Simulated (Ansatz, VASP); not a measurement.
**Two plane-wave programs on HfO2**

```
Hf O
1.0
     4.87687    0.00000    0.00000
     0.00000    4.87687    0.00000
     0.00000    0.00000    3.24760
Hf O
2 4
Direct
  0.00000 0.00000 0.00000
  0.50000 0.50000 0.50000
  0.19496 0.80504 0.50000
  0.30504 0.30504 0.00000
  0.69496 0.69496 0.00000
  0.80504 0.19496 0.50000
```

Alike in both runs: task single point; functional r2SCAN; k mesh 4 × 4 × 6; no spin polarisation.

```csv
,VASP,Ansatz
version,VASP 6.6.1,Ansatz 0.2.0
potentials or method,"VASP PAW PBE potentials, release 64 (Hf_pv, O), cutoff 520 eV","plane waves, PAW"
occupations,"gaussian, width 0.01 eV",fixed
valence electrons in the cell,44,76
```

```tsv
	VASP	Ansatz	Ansatz less VASP
pressure (GPa)	-8.5	-5.5	+3.02
traceless stress, the component that is largest in VASP (GPa)	-1.62	-1.07	+0.542
```

VASP's potentials were made for PBE, not for r2SCAN. VASP's potentials hold 44 valence electrons a cell and Ansatz's 76, so a difference there can come from the potentials and not from the codes.

Neither program's run includes spin-orbit coupling.
